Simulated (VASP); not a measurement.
# Br (I4/mmm) in VASP: further runs, part 2 of 2

VASP 6.6.1.

### Step 4. Single point, r2SCAN

This run uses another cell than the first one, of 29.93 Å³/atom.

POSCAR

```
Br
1.0
   -1.4277150955      1.4277150955      3.6707059018
    1.4277150955     -1.4277150955      3.6707059018
    1.4277150955      1.4277150955     -3.6707059018
Br
1
Direct
    0.0000000000      0.0000000000      0.0000000000
```

INCAR.step1

```
SYSTEM = Br
ALGO = Normal
EDIFF = 1E-4
ENCUT = 520
GGA = PE
ISMEAR = -1
LASPH = .True.
LCHARG = .False.
LREAL = .False.
LWAVE = .True.
NBANDS = 10
NELM = 60
PREC = Accurate
SIGMA = 0.05
```

INCAR.step2

```
SYSTEM = Br
ALGO = Normal
EDIFF = 1E-7
ENCUT = 520
ISIF = 2
ISMEAR = -1
ISTART = 1
LASPH = .True.
LCHARG = .False.
LMIXTAU = .True.
LREAL = .False.
LWAVE = .False.
METAGGA = R2SCAN
NBANDS = 10
NELM = 60
PREC = Accurate
SIGMA = 0.05
```

KPOINTS

```
k-points
0
Gamma
  13 13 13
  0 0 0
```

The run is started by

```
> cat potpaw_PBE.64/Br/POTCAR > POTCAR
> cp INCAR.step1 INCAR
> mpirun -np 1 vasp_std > vasp.out
> cp INCAR.step2 INCAR
> mpirun -np 1 vasp_std > vasp.out
```

It took 4.4 min on 1 thread of Intel Xeon 8259CL, shared host; peak memory 0.22 GiB.

Results (log left out):

```yaml
Free_energy: -13.0285 eV
Pressure: 0.0 GPa
Band_gap_on_the_k_mesh: zero (an odd number of electrons rules out a gap without spin polarisation)
```

Levels at points of the mesh, in eV from the Fermi level:
```
           k point  band 1  band 2  band 3  band 4  band 5  band 6  band 7
(0.00, 0.00, 0.00)  -16.87   -2.58    0.94    0.94    5.81   10.38   11.02
```

Caveat: the PAW data sets were made with another functional, which shifts forces and pressure a little; an odd number of electrons without spin polarisation forces a metal; a magnetic or distorted state may lie lower.

### Step 5. Single point, BLYP

This run uses another cell than the first one, of 53.70 Å³/atom.

INCAR

```
AGGAC = 1.0
AGGAX = 1.0
ALDAC = 0.0
ALDAX = 1.0
ALGO = Normal
EDIFF = 1E-6
ENCUT = 520
GGA = B5
ISIF = 2
ISMEAR = -1
LASPH = True
LCHARG = True
LELF = True
LREAL = False
LVHAR = True
LWAVE = False
NBANDS = 10
NELM = 100
PREC = Accurate
SIGMA = 0.05
```

KPOINTS

```
k-points
0
Gamma
  13 13 13
```

POSCAR

```
Br
1.0
   -1.4726156804      1.4726156804      6.1907171811
    1.4726156804     -1.4726156804      6.1907171811
    1.4726156804      1.4726156804     -6.1907171811
Br
1
Direct
    0.0000000000      0.0000000000      0.0000000000
```

Potentials or basis: VASP PAW PBE potentials, release 64 (Br).

The run is started by

```
> cat potpaw_PBE.64/Br/POTCAR > POTCAR
> mpirun -np 1 vasp_std > vasp.out
```

OUTCAR:

```text
EDIFF = 1E-6
   ENCUT = 520
   GGA = B5
   ISIF = 2
   ISMEAR = -1
   LASPH = True
   LREAL = False
   NELM = 100
   PREC = Accurate

 ion  position               nearest neighbor table
   1  0.000  0.000  0.000-

  LATTYP: Found a body centered tetragonal cell.
 ALAT       =     2.9452313608
 C/A-ratio  =     4.2038919343

  Lattice vectors:

 A1 = (  -1.4726156804,   1.4726156804,   6.1907171811)
 A2 = (   1.4726156804,  -1.4726156804,   6.1907171811)
 A3 = (   1.4726156804,   1.4726156804,  -6.1907171811)

[... 489 lines left out ...]
     10      12.0736      0.00000

 [... further k-points ...]

------------------------ aborting loop because EDIFF is reached ----------------------------------------

  FORCE on cell =-STRESS in cart. coord.  units (eV):
  Direction    XX          YY          ZZ          XY          YZ          ZX
  --------------------------------------------------------------------------------------
  -------------------------------------------------------------------------------------
  Total        0.0022710      0.0022710     -0.0047277      0.0000000     -0.0000000      0.0000000
  in kB        0.0677571      0.0677571     -0.1410516      0.0000000     -0.0000000      0.0000000
  external PRESSURE =      -0.0018458 kB  Pullay stress =       0.0000000 kB

 VOLUME and BASIS-vectors are now :
 -----------------------------------------------------------------------------
  energy-cutoff  :      520.00
  volume of cell :       53.70
      direct lattice vectors                 reciprocal lattice vectors
    -1.472615680  1.472615680  6.190717181     0.000000000  0.339531900  0.080766087
     1.472615680 -1.472615680  6.190717181     0.339531900  0.000000000  0.080766087
     1.472615680  1.472615680 -6.190717181     0.339531900  0.339531900  0.000000000

 POSITION                                       TOTAL-FORCE (eV/Angst)
 -----------------------------------------------------------------------------------
      0.00000      0.00000      0.00000        -0.000000     -0.000000      0.000000
 -----------------------------------------------------------------------------------
    total drift:                                0.000000     -0.000000      0.000000

  FREE ENERGIE OF THE ION-ELECTRON SYSTEM (eV)
  ---------------------------------------------------
  free  energy   TOTEN  =        -1.2103445031 eV

  energy  without entropy=       -1.2050649339  energy(sigma->0) =       -1.20770472
```

OSZICAR:

```text
N       E                     dE             d eps       ncg     rms          rms(c)
DAV:   1     0.278371395738E+02    0.27837E+02   -0.24696E+03  3920   0.495E+02
DAV:   2     0.473738398773E+00   -0.27363E+02   -0.26331E+02  5346   0.898E+01
DAV:   3    -0.124736777012E+01   -0.17211E+01   -0.16975E+01  4578   0.232E+01
DAV:   4    -0.125919656341E+01   -0.11829E-01   -0.11826E-01  5098   0.233E+00
DAV:   5    -0.125925420342E+01   -0.57640E-04   -0.57639E-04  4804   0.145E-01    0.418E+00
DAV:   6    -0.122611698471E+01    0.33137E-01   -0.18475E-02  4458   0.739E-01    0.251E+00
DAV:   7    -0.121122795652E+01    0.14889E-01   -0.39710E-02  4102   0.110E+00    0.103E-01
DAV:   8    -0.121038564982E+01    0.84231E-03   -0.16992E-03  4142   0.258E-01    0.516E-02
DAV:   9    -0.121036654888E+01    0.19101E-04   -0.10375E-05  4714   0.254E-02    0.130E-02
DAV:  10    -0.121034452331E+01    0.22026E-04   -0.41111E-05  4174   0.408E-02    0.153E-02
DAV:  11    -0.121034450312E+01    0.20186E-07   -0.65400E-07  5000   0.548E-03
   1 F= -.12103445E+01 E0= -.12077047E+01  d E =-.527957E-02
```

stdout:

```text
POSCAR found type information on POSCAR Br
 POSCAR found :  1 types and       1 ions
 scaLAPACK will be used
 -----------------------------------------------------------------------------
|                                                                             |
|                                                                             |
|     You enforced a specific xc type in the INCAR file but a different       |
|     I HOPE YOU KNOW WHAT YOU ARE DOING!                                     |
|                                                                             |
 -----------------------------------------------------------------------------

 LDA part: xc-table for (Slater(with rela. corr.)+VWN5), standard interpolation
 POSCAR, INCAR and KPOINTS ok, starting setup
 FFT: planning ... GRIDC
 FFT: planning ... GRID_SOFT
 FFT: planning ... GRID
 WAVECAR not read
 entering main loop
```

It took 8.3 min on 1 thread of Intel Xeon 8259CL, shared host; peak memory 0.38 GiB.

Results:

| Property | Result |
| --- | --- |
| Free energy | -1.2103 eV |
| Pressure | 0.0 GPa |
| Band gap on the k mesh | zero (an odd number of electrons rules out a gap without spin polarisation) |

Caveat: the PAW data sets were made with another functional, which shifts forces and pressure a little; an odd number of electrons without spin polarisation forces a metal; a magnetic or distorted state may lie lower.

### Step 6. Summary

```csv
level,cell,gap on the mesh (eV),pressure (GPa)
RPBE,"a = 5.616 Å, angles 150.0, 150.0, 43.0°, 1 atom",none,0.0
revPBE,"a = 5.930 Å, angles 151.7, 151.7, 40.5°, 1 atom",none,0.0
r2SCAN,"a = 4.189 Å, angles 140.1, 140.1, 57.6°, 1 atom",none,0.0
BLYP,"a = 6.532 Å, angles 153.9, 153.9, 37.2°, 1 atom",none,0.0
```

Alike in all rows: task single point; potentials or basis VASP PAW PBE potentials, release 64 (Br); no spin polarisation; k mesh 13 × 13 × 13; cutoff (eV) 520; smearing fermi-dirac 0.05 eV.

Caveats: the PAW data sets were made with another functional, which shifts forces and pressure a little; an odd number of electrons without spin polarisation forces a metal; a magnetic or distorted state may lie lower.

Absolute energies hang on the potentials; compare differences alone.
